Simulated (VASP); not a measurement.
Here is a VASP 6.6.1 calculation.

Contents of INCAR:

```
  ALGO = Normal
  EDIFF = 1E-6
  ENCUT = 520
  GGA = PE
  ISIF = 2
  ISMEAR = -1
  LASPH = True
  LCHARG = False
  LREAL = False
  LWAVE = False
  NBANDS = 15
  NELM = 100
  PREC = Accurate
  SIGMA = 0.02
```

Contents of KPOINTS:

```
k-points
0
Gamma
  6 6 6
```

The input POSCAR:

```
BaS
1.0
    3.9656395498      0.0000000000      0.0000000000
    0.0000000000      3.8337582655      0.0000000000
    0.0000000000      0.0000000000      3.8337582655
Ba S
1 1
Direct
    0.0000000000      0.0000000000      0.0000000000
    0.5000000000      0.5000000000      0.5000000000
```

Potentials or basis: VASP PAW PBE potentials, release 64 (Ba_sv, S).

Command:

```console
$ cat potpaw_PBE.64/Ba_sv/POTCAR potpaw_PBE.64/S/POTCAR > POTCAR
$ mpirun -np 1 vasp_std > vasp.out
```

(1) What does it give for the pressure?

(2) Predict the band gap on the k mesh.

## Answers

(1) -0.4 GPa.

(2) 1.38 eV (least direct gap 1.51 eV).

Caveat: the cell differs from its parent crystal (uniaxial x strain +3.4%); the structure was generated, so it needn't be the stable form of BaS; spin-orbit coupling is left out, which moves the levels of the heavy elements.
